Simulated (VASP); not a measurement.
A run of VASP 6.6.1 is set up as follows.

The input INCAR:

```
SYSTEM = InGa3N
PREC     = Accurate       ! precision mode
ENCUT    = 600            ! plane-wave cutoff, eV
EDIFF    = 1E-6           ! SCF threshold, eV
ISMEAR   = 0              ! smearing method
SIGMA    = 0.0574         ! smearing width, eV
LREAL    = .FALSE.        ! projectors in reciprocal space
LASPH    = .TRUE.         ! aspherical terms in the spheres
NELM     = 120            ! most SCF steps
ALGO     = Normal         ! electronic algorithm
ISIF     = 2              ! what is computed and relaxed
LWAVE    = .FALSE.        ! write WAVECAR
LCHARG   = .FALSE.        ! write CHGCAR
GGA      = PE             ! functional
NBANDS   = 36             ! bands
GGA_COMPAT= .FALSE.
```

The input KPOINTS:

```
regular mesh
0
G
  6 6 6
  0 0 0
```

POSCAR

```
InGa3N
1.0
    4.4726650000      0.0000000000      0.0000000000
    0.0000000000      4.4726650000      0.0000000000
    0.0000000000      0.0000000000      4.4726650000
Ga N In
3 1 1
Direct
    0.5000000000      0.5000000000      0.0000000000
    0.0000000000      0.5000000000      0.5000000000
    0.5000000000      0.0000000000      0.5000000000
    0.5000000000      0.5000000000      0.5000000000
    0.0000000000      0.0000000000      0.0000000000
```

Potentials or basis: VASP PAW PBE potentials, release 64 (Ga_d, N, In_d).

Run with:

```bash
$ cat potpaw_PBE.64/Ga_d/POTCAR potpaw_PBE.64/N/POTCAR potpaw_PBE.64/In_d/POTCAR > POTCAR
$ mpirun -np 1 vasp_std > vasp.out
```

Question: Predict the band gap on the k mesh.

Answer: Zero (an odd number of electrons rules out a gap without spin polarisation).

Question: What does it give for the pressure?

Answer: -0.7 GPa.

Caveat: spin-orbit coupling is left out, which moves the levels of the heavy elements.
